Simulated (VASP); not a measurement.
Here is a VASP 6.6.1 calculation.

The input INCAR:

```
  PREC = Accurate
  ENCUT = 600
  EDIFF = 1E-7
  ISMEAR = 0
  SIGMA = 0.02
  LREAL = F
  LASPH = T
  NELM = 80
  ALGO = Normal
  ISIF = 3
  LWAVE = F
  LCHARG = F
  GGA = PS
  IBRION = 2
  NSW = 80
  EDIFFG = -0.01
```

KPOINTS

```
Automatic mesh
0
Gamma
  12 12 4
```

File POSCAR:

```
MoS2
1.0
    3.1009580076      0.0000000000      0.0000000000
   -1.5504790038      2.6855084107      0.0000000000
    0.0000000000      0.0000000000     12.5223765531
Mo S
2 4
Direct
    0.3333333333      0.6666666667      0.2500000000
    0.6666666667      0.3333333333      0.7500000000
    0.3333333333      0.6666666667      0.6266014909
    0.6666666667      0.3333333333      0.1266014909
    0.3333333333      0.6666666667      0.8733985091
    0.6666666667      0.3333333333      0.3733985091
```

Potentials or basis: VASP PAW PBE potentials, release 64 (Mo_sv, S).

Command:

```console
$ cat potpaw_PBE.64/Mo_sv/POTCAR potpaw_PBE.64/S/POTCAR > POTCAR
$ mpirun -np 1 vasp_std > vasp.out
```

Problem. What does it give for the space group after relaxing (to 0.1 Å)?

Solution. P6_3/mmc (No. 194).

Problem. What does it give for the relaxed cell?

Solution. a = 3.142 Å, b = 3.142 Å, c = 12.585 Å, α = 90.00°, β = 90.00°, γ = 120.00°.

Problem. Predict the relaxed volume.

Solution. 17.93 Å³/atom.

Problem. Predict the band gap on the k mesh.

Solution. 1.00 eV (least direct gap 1.74 eV).

Forces on the atoms (eV/Å):
```
Mo   0.000  0.000  0.000
Mo   0.000  0.000  0.000
S    0.000  0.000 -0.006
S    0.000  0.000 -0.006
S    0.000  0.000  0.006
S    0.000  0.000  0.006
```

Caveat: the PAW data sets were made with another functional, which shifts forces and pressure a little; this functional lacks dispersion, which binds layers or chains, so the pressure and a relaxed spacing across them are unreliable. A k mesh can miss the band edges.
